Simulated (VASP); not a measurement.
# AsPdF5 (P4/mmm) in VASP: relaxation of cell and atoms with r2SCAN+rVV10

Aim: the relaxation of cell and atoms of AsPdF5 with r2SCAN+rVV10.

Everything below comes from runs of VASP 6.6.1. Logs are shortened: lines on timing, memory, paths and dates and some standing lists are left out, and cuts for length are marked.

## 1. The cell of the first run

It takes space group P4/mmm (No. 123, tetragonal). Conventional cell: a = 3.433 Å, b = 3.433 Å, c = 6.713 Å, α = 90.00°, β = 90.00°, γ = 90.00°. Within 2.8 Å of As (site symmetry 4/mmm) lie 8 F at 2.10 Å. Pd (site symmetry 4/mmm) has 12 F at 2.43 to 2.74 Å within 3.2 Å. Within 3.2 Å of F (site symmetry 4/mmm) lie 4 Pd at 2.43 Å and 8 F at 2.74 Å. Within 2.8 Å of F (site symmetry 2mm) lie 2 As at 2.10 Å and 7 F at 2.43 to 2.74 Å and 2 Pd at 2.74 Å.

## 2. Relaxation of cell and atoms, r2SCAN+rVV10

File POSCAR:

```
AsPdF5
1.0
    3.4326263436      0.0000000000      0.0000000000
    0.0000000000      3.4326263436      0.0000000000
    0.0000000000      0.0000000000      6.7129774388
As Pd F
1 1 5
Direct
    0.0000000000      0.0000000000      0.5000000000
    0.5000000000      0.5000000000      0.0000000000
    0.0000000000      0.0000000000      0.0000000000
    0.5000000000      0.0000000000      0.6809444915
    0.0000000000      0.5000000000      0.6809444915
    0.5000000000      0.0000000000      0.3190555085
    0.0000000000      0.5000000000      0.3190555085
```

File INCAR.step1:

```
SYSTEM = AsPdF5
PREC = Accurate ; ENCUT = 600
ISMEAR = -1 ; SIGMA = 0.03
LREAL = .False. ; LASPH = .True.
NELM = 100 ; GGA = PE
ALGO = Normal ; EDIFF = 1E-4
LWAVE = .True. ; LCHARG = .False.
```

File INCAR.step2:

```
SYSTEM = AsPdF5
PREC = Accurate ; ENCUT = 600
EDIFF = 1E-7 ; ISMEAR = -1
SIGMA = 0.03 ; LREAL = .False.
LASPH = .True. ; NELM = 100
ALGO = Normal ; ISIF = 3
LWAVE = .False. ; LCHARG = .False.
METAGGA = R2SCAN ; LMIXTAU = .True.
LUSE_VDW = .True. ; IVDW_NL = 2
BPARAM = 11.95 ; CPARAM = 0.0093
IBRION = 2 ; NSW = 100
EDIFFG = -0.01 ; ISTART = 1
```

File KPOINTS:

```
Automatic mesh
0
Gamma
  6 6 4
  0 0 0
```

Potentials or basis: VASP PAW PBE potentials, release 64 (As, Pd, F).

Run with:

```bash
cat potpaw_PBE.64/As/POTCAR potpaw_PBE.64/Pd/POTCAR potpaw_PBE.64/F/POTCAR > POTCAR
cp INCAR.step1 INCAR
mpirun -np 1 vasp_std > vasp.out
cp INCAR.step2 INCAR
mpirun -np 1 vasp_std > vasp.out
```

OUTCAR:

```text
SYSTEM = AsPdF5
   PREC = Accurate
   ENCUT = 600
   EDIFF = 1E-7
   ISMEAR = -1
   LREAL = .False.
   LASPH = .True.
   NELM = 100
   ISIF = 3
   METAGGA = R2SCAN
   IVDW_NL = 2
   BPARAM = 11.95
   IBRION = 2
   NSW = 100
   EDIFFG = -0.01
   ISTART = 1

 ion  position               nearest neighbor table
   1  0.000  0.000  0.500-   4 2.10   5 2.10   6 2.10   7 2.10   5 2.10   7 2.10   4 2.10   6 2.10

   2  0.500  0.500  0.000-   3 2.43   3 2.43   3 2.43   3 2.43
   3  0.000  0.000  0.000-   2 2.43   2 2.43   2 2.43   2 2.43
   4  0.500  0.000  0.681-   1 2.10   1 2.10
   5  0.000  0.500  0.681-   1 2.10   1 2.10
   6  0.500  0.000  0.319-   1 2.10   1 2.10
   7  0.000  0.500  0.319-   1 2.10   1 2.10

  LATTYP: Found a simple tetragonal cell.
 ALAT       =     3.4326263436
 C/A-ratio  =     1.9556388511

  Lattice vectors:

 A1 = (   3.4326263436,   0.0000000000,   0.0000000000)
 A2 = (   0.0000000000,   3.4326263436,   0.0000000000)
 A3 = (   0.0000000000,   0.0000000000,   6.7129774388)

Analysis of symmetry for initial positions (statically):
=====================================================================
 Subroutine PRICEL returns:
 Original cell was already a primitive cell.

 Routine SETGRP: Setting up the symmetry group for a
 simple tetragonal supercell.

 Subroutine GETGRP returns: Found 16 space group operations
 (whereof 16 operations were pure point group operations)
 out of a pool of 16 trial point group operations.

The static configuration has the point symmetry D_4h.

Analysis of symmetry for dynamics (positions and initial velocities):
=====================================================================
 Subroutine PRICEL returns:
 Original cell was already a primitive cell.

 Routine SETGRP: Setting up the symmetry group for a
 simple tetragonal supercell.

 Subroutine GETGRP returns: Found 16 space group operations
 (whereof 16 operations were pure point group operations)
 out of a pool of 16 trial point group operations.

The dynamic configuration has the point symmetry D_4h.

 Subroutine INISYM returns: Found 16 space group operations
 (whereof 16 operations are pure point group operations),
 and found     1 'primitive' translations

----------------------------------------------------------------------------------------

                                     Primitive cell

  volume of cell :      79.0985

  direct lattice vectors                    reciprocal lattice vectors
     3.432626344  0.000000000  0.000000000     0.291322125  0.000000000  0.000000000
     0.000000000  3.432626344  0.000000000     0.000000000  0.291322125  0.000000000
     0.000000000  0.000000000  6.712977439     0.000000000  0.000000000  0.148965196

  length of vectors
     3.432626344  3.432626344  6.712977439     0.291322125  0.291322125  0.148965196

  position of ions in fractional coordinates (direct lattice)
     0.000000000  0.000000000  0.500000000
     0.500000000  0.500000000  0.000000000
     0.000000000  0.000000000  0.000000000
     0.500000000  0.000000000  0.680944492
     0.000000000  0.500000000  0.680944492
     0.500000000  0.000000000  0.319055508
     0.000000000  0.500000000  0.319055508

  ion indices of the primitive-cell ions
   primitive index   ion index
                 1           1
                 2           2
                 3           3
                 4           4
                 5           5
                 6           6
                 7           7

----------------------------------------------------------------------------------------

 KPOINTS: Automatic mesh

Automatic generation of k-mesh.
 Grid dimensions read from file:
 generate k-points for:    6    6    4

 Generating k-lattice:

  Cartesian coordinates                     Fractional coordinates (reciprocal lattice)
     0.048553687  0.000000000  0.000000000     0.166666667  0.000000000  0.000000000
     0.000000000  0.048553687  0.000000000     0.000000000  0.166666667  0.000000000
     0.000000000  0.000000000  0.037241299     0.000000000  0.000000000  0.250000000

  Length of vectors
     0.048553687  0.048553687  0.037241299

  Shift w.r.t. Gamma in fractional coordinates (k-lattice)
     0.000000000  0.000000000  0.000000000

 Subroutine IBZKPT returns following result:
 ===========================================

 Found     30 irreducible k-points:

 Following reciprocal coordinates:
            Coordinates               Weight
  0.000000  0.000000  0.000000      1.000000
  0.166667  0.000000  0.000000      4.000000
  0.333333  0.000000  0.000000      4.000000
  0.500000  0.000000  0.000000      2.000000
  0.166667  0.166667  0.000000      4.000000
  0.333333  0.166667  0.000000      8.000000
[... 16 lines left out ...]
  0.333333  0.000000  0.500000      4.000000
  0.500000  0.000000  0.500000      2.000000
 [... further k-points ...]
   k-points           NKPTS =     30   k-points in BZ     NKDIM =     30   number of bands    NBANDS=     30
   number of dos      NEDOS =    301   number of ions     NIONS =      7
   total plane-waves  NPLWV =  42336
   dimension x,y,z NGX =    28 NGY =   28 NGZ =   54
   dimension x,y,z NGXF=    56 NGYF=   56 NGZF=  108
   ions per type =               1   1   5
   NGX,Y,Z   is equivalent  to a cutoff of  13.56, 13.56, 13.37 a.u.
   NGXF,Y,Z  is equivalent  to a cutoff of  27.12, 27.12, 26.75 a.u.
 SYSTEM =  AsPdF5
   PREC   = accura    normal or accurate (medium, high low for compatibility)
   ISTART =      1    job   : 0-new  1-cont  2-samecut
   ICHARG =      0    charge: 1-file 2-atom 10-const
   ISPIN  =      1    spin polarized calculation?
   LNONCOLLINEAR =      F non collinear calculations
   LSORBIT =      F    spin-orbit coupling
   LASPH  =      T    aspherical Exc in radial PAW
   ENCUT  =  600.0 eV  44.10 Ry    6.64 a.u.   6.86  6.86 13.41*2*pi/ulx,y,z
   NELM   =    100;   NELMIN=  2; NELMDL=  0     # of ELM steps
   EDIFF  = 0.1E-06   stopping-criterion for ELM
   LREAL  =      F    real-space projection
   EDIFFG = -.1E-01   stopping-criterion for IOM
   NSW    =    100    number of steps for IOM
   IBRION =      2    ionic relax: 0-MD 1-quasi-New 2-CG
   NFREE  =      1    steps in history (QN), initial steepest desc. (CG)
   ISIF   =      3    stress and relaxation
   ISYM   =      2    0-nonsym 1-usesym 2-fastsym
   POTIM  = 0.5000    time-step for ionic-motion
   TEBEG  =    0.0;   TEEND  =   0.0 temperature during run
   PSTRESS=    0.0 pullay stress
   NELECT =      50.0000    total number of electrons
   NUPDOWN=      -1.0000    fix difference up-down
   EMIN   =  10.00;   EMAX   =-10.00  energy-range for DOS
   EFERMI =   0.00;   METHOD = LEGACY
   ISMEAR =    -1;   SIGMA  =   0.03  broadening in eV -4-tet -1-fermi 0-gaus
   EFERMI_NEDOS =   21; number of points for ismear=-14 and -15
   IALGO  =     38    algorithm
   IMIX   =      4    mixing-type and parameters
     AMIX     =   0.40;   BMIX     =  1.00
     AMIX_MAG =   1.60;   BMIX_MAG =  1.00
  volume/ion in A,a.u.               =      11.30        76.25
  Fermi-wavevector in a.u.,A,eV,Ry     =   1.404997  2.655059 26.858128  1.974017
  Thomas-Fermi vector in A             =   2.527503
   LORBIT       =      0    0 simple, 1 ext, 2 COOP (PROOUT), +10 PAW based schemes
   METAGGA = R2SCAN    functional components
   LHFCALC =     F    Hartree Fock is set to
   AEXX    =    0.0000 exact exchange contribution
   IVDW_NL    =     2    kernel type
   BPARAM     =11.9500
   IVDW    =     0    specifies the selected vdW correction
   LEPSILON=     F    determine dielectric tensor
   LRPA    =     F    only Hartree local field effects (RPA)
 conjugate gradient relaxation of ions
 non-spin polarized calculation
  energy-cutoff  :      600.00
  volume of cell :       79.10
 maximum number of plane-waves:      2684
 NGX is ok and might be reduce to    28
   NGX = 13   NGY = 13   NGZ = 27

--------------------------------------- Ionic step        1  -------------------------------------------

 number of electron      49.9999954 magnetization

 Free energy of the ion-electron system (eV)
  ---------------------------------------------------
  ext. energy  EPLUGINS =         0.00000000
  ---------------------------------------------------
  free energy    TOTEN  =       -60.80192963 eV

  energy without entropy =      -60.78223308  energy(sigma->0) =      -60.79208135

 E-fermi :   2.4942     XC(G=0): -11.5490

 val. band max:        2.4932327431   @ k =   0.5000   0.1667   0.5000
 cond. band min:       2.5032793398   @ k =   0.5000   0.1667   0.0000
 fundamental gap:      0.0100465967
 Fermi energy:         2.4942451637

 k-point     1 :       0.0000    0.0000    0.0000
  band No.  band energies     occupation
      1     -22.4940      2.00000
      2     -21.6666      2.00000
      3     -20.7272      2.00000
      4     -20.6352      2.00000
      5     -20.2654      2.00000
      6      -7.2070      2.00000
[... 781 lines left out ...]
     29       9.0174      0.00000
     30       9.8626      0.00000

 [... further k-points ...]
[... 5 lines left out ...]
  --------------------------------------------------------------------------------------
  -------------------------------------------------------------------------------------
  Total       -0.5839303     -0.5839303     -1.1491611      0.0000000      0.0000000      0.0000000
  in kB      -11.8277831    -11.8277831    -23.2767976      0.0000000      0.0000000      0.0000000
  external PRESSURE =     -15.6441213 kB  Pullay stress =       0.0000000 kB
[... 231 lines left out ...]
  energy  without entropy=      -60.7911360163  energy(sigma->0) =      -60.80124390

--------------------------------------- Ionic step        7  -------------------------------------------

 number of electron      49.9999948 magnetization

 Free energy of the ion-electron system (eV)
  ---------------------------------------------------
  ext. energy  EPLUGINS =         0.00000000
  ---------------------------------------------------
  free energy    TOTEN  =       -60.81178713 eV

  energy without entropy =      -60.79180717  energy(sigma->0) =      -60.80179715

 E-fermi :   2.7045     XC(G=0): -11.6564

 val. band max:        2.6902266081   @ k =   0.5000   0.3333   0.2500
 cond. band min:       2.7109684413   @ k =   0.5000   0.1667   0.5000
 fundamental gap:      0.0207418332
 Fermi energy:         2.7045406863

 k-point     1 :       0.0000    0.0000    0.0000
  band No.  band energies     occupation
      1     -22.3798      2.00000
      2     -21.5344      2.00000
      3     -20.5173      2.00000
      4     -20.5094      2.00000
      5     -20.1303      2.00000
      6      -7.0415      2.00000
[... 781 lines left out ...]
     29       9.2258      0.00000
     30      10.2003      0.00000

 [... further k-points ...]
[... 5 lines left out ...]
  --------------------------------------------------------------------------------------
  -------------------------------------------------------------------------------------
  Total       -0.0413793     -0.0413793     -0.0007052      0.0000000     -0.0000000      0.0000000
  in kB       -0.8527352     -0.8527352     -0.0145335      0.0000000     -0.0000000      0.0000000
  external PRESSURE =      -0.5733346 kB  Pullay stress =       0.0000000 kB
[... 22 lines left out ...]
  FREE ENERGIE OF THE ION-ELECTRON SYSTEM (eV)
  ---------------------------------------------------
  free  energy   TOTEN  =       -60.8117871343 eV

  energy  without entropy=      -60.7918071744  energy(sigma->0) =      -60.80179715

 reached required accuracy - stopping structural energy minimisation
```

It took 41 min on 1 thread of Intel Xeon 8259CL, shared host; peak memory 0.44 GiB.

Results:

* Free energy: -60.8118 eV
* Relaxed volume: 11.11 Å³/atom
* Relaxed cell: a = 3.433 Å, b = 3.433 Å, c = 6.598 Å, α = 90.00°, β = 90.00°, γ = 90.00°
* Space group after relaxing (to 0.1 Å): P4/mmm (No. 123)
* Energy gained by relaxing: 1.4 meV/atom
* Ionic steps: 7
* Pressure after relaxing: -0.1 GPa
* Largest force after relaxing: 0.006 eV/Å
* Band gap on the k mesh: zero (bands 25 and 26 overlap by 0.74 eV)

Forces on the atoms (eV/Å):
```
As   0.000  0.000  0.000
Pd   0.000  0.000  0.000
F    0.000  0.000  0.000
F    0.000  0.000  0.006
F    0.000  0.000  0.006
F    0.000  0.000 -0.006
F    0.000  0.000 -0.006
```

The path:
| step | energy change (eV) | largest force (eV/Å) | pressure (GPa) | volume (Å³) |
| --- | --- | --- | --- | --- |
| 1 | 0.0000 | 0.0134 | -1.56 | 79.10 |
| 2 | -0.0056 | 0.0768 | 0.46 | 77.84 |
| 3 | -0.0058 | 0.0621 | 0.12 | 78.04 |
| 4 | -0.0073 | 0.0564 | 0.08 | 77.99 |
| 5 | -0.0094 | 0.0394 | -0.02 | 77.83 |
| 6 | -0.0094 | 0.0374 | -0.03 | 77.81 |
| 7 | -0.0099 | 0.0057 | -0.06 | 77.75 |

Final structure:
```xyz
7
Lattice="3.4326 0.0000 0.0000 0.0000 3.4326 0.0000 0.0000 0.0000 6.5984" Properties=species:S:1:pos:R:3 pbc="T T T"
As    0.0000    0.0000    3.2992
Pd    1.7163    1.7163    6.5984
F     0.0000    0.0000    6.5984
F     1.7163    0.0000    4.5091
F     0.0000    1.7163    4.5091
F     1.7163    0.0000    2.0893
F     3.4326    1.7163    2.0893
```

Caveat: the PAW data sets were made with another functional, which shifts forces and pressure a little.

The gap in the log of VASP goes by the Fermi energy; the results here count the filled bands.